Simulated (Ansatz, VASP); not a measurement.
One calculation of ZnSe, two programs

File INCAR:

```
SYSTEM = ZnSe
PREC = Accurate
ENCUT = 500
EDIFF = 1E-6
ISMEAR = 0
SIGMA = 0.1
LREAL = .False.
LASPH = .True.
NELM = 120
ALGO = Normal
ISIF = 2
LWAVE = .False.
LCHARG = .True.
GGA = PE
LELF = .True.
LVHAR = .True.
NBANDS = 16
GGA_COMPAT = .False.
```

The input KPOINTS:

```
regular mesh
0
Gamma
  6 6 6
  0 0 0
```

POSCAR

```
ZnSe
1.0
    0.0000000000      2.8340000000      2.8340000000
    2.8340000000      0.0000000000      2.8340000000
    2.8340000000      2.8340000000      0.0000000000
Zn Se
1 1
Direct
    0.0000000000      0.0000000000      0.0000000000
    0.2500000000      0.2500000000      0.2500000000
```

Input for Ansatz:

```yaml
crystal:
  lattice:
    - [0.0, 2.834, 2.834]
    - [2.834, 0.0, 2.834]
    - [2.834, 2.834, 0.0]
  atoms:
    - { symbol: Zn, position: [0.0, 0.0, 0.0] }
    - { symbol: Se, position: [0.25, 0.25, 0.25] }
basis:
  ecutwfc: 420
kpoints:
  mp_grid: { grid: [6, 6, 6] }
hamiltonian:
  xc: pbe
  pseudopotentials: { kind: paw, azcp: { folder: soft_1 } }
scf:
  occupations: { method: gaussian, width: 0.1 }
output:
  forces: true
  stress: true
  eigenvalues: true
```

Alike in both runs: task single point; functional PBE; k mesh 6 × 6 × 6; occupations gaussian, width 0.1 eV; no spin polarisation.

|  | VASP | Ansatz |
| --- | --- | --- |
| version | VASP 6.6.1 | Ansatz 0.2.0 |
| potentials or method | VASP PAW PBE potentials, release 64 (Zn, Se), cutoff 500 eV | scalar-relativistic, plane waves, PAW |
| valence electrons in the cell | 18 | 28 |

```tsv
	VASP	Ansatz	Ansatz less VASP
gap on the k mesh at the Fermi level (eV)	1.29	1.28	-0.006
least direct gap on the mesh (eV)	1.29	1.28	-0.006
pressure (GPa)	2.3	2.1	-0.23
```

The functional is the same, so the differences come from potentials, cutoffs and numerics. VASP's potentials hold 18 valence electrons a cell and Ansatz's 28, so a difference there can come from the potentials and not from the codes.
